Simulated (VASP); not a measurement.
The system is CdS.

```
CELL_PARAMETERS angstrom
0.00000 2.91000 2.91000
2.91000 0.00000 2.91000
2.91000 2.91000 0.00000
ATOMIC_POSITIONS crystal
Cd 0.00000 0.00000 0.00000
S 0.25000 0.25000 0.25000
```

```yaml
Program: VASP 6.6.1
Task: relaxation of cell and atoms
Functional: LDA
Potentials_or_basis: VASP PAW LDA potentials, release 64 (Cd, S)
Cutoff: 600 eV
k_mesh: 8 × 8 × 8
Occupations: gaussian, width 0.02 eV
Spin: no spin polarisation
```

At the start: pressure -1.6 GPa; volume 24.64 Å³/atom.

Task: How do energy, volume and symmetry change on relaxing?

Result: Over 3 steps the energy falls by 3.2 meV/atom and the volume is 24.02 Å³/atom (-2.5 %); space group F-43m (No. 216, to 0.05 Å).

Step by step:
| step | energy change (eV) | largest force (eV/Å) | pressure (GPa) | volume (Å³) |
| --- | --- | --- | --- | --- |
| 1 | 0.0000 | 0.0000 | -1.62 | 49.28 |
| 2 | -0.0052 | 0.0000 | 0.75 | 47.53 |
| 3 | -0.0064 | 0.0000 | 0.01 | 48.05 |

Final structure:
```cif
data_structure
_symmetry_space_group_name_H-M 'P 1'
_symmetry_Int_Tables_number 1
_cell_length_a 4.0806
_cell_length_b 4.0806
_cell_length_c 4.0806
_cell_angle_alpha 60.000
_cell_angle_beta 60.000
_cell_angle_gamma 60.000
_cell_volume 48.05
loop_
_atom_site_label
_atom_site_type_symbol
_atom_site_fract_x
_atom_site_fract_y
_atom_site_fract_z
_atom_site_occupancy
Cd1 Cd 0.00000 0.00000 0.00000 1
S1 S 0.25000 0.25000 0.25000 1
```
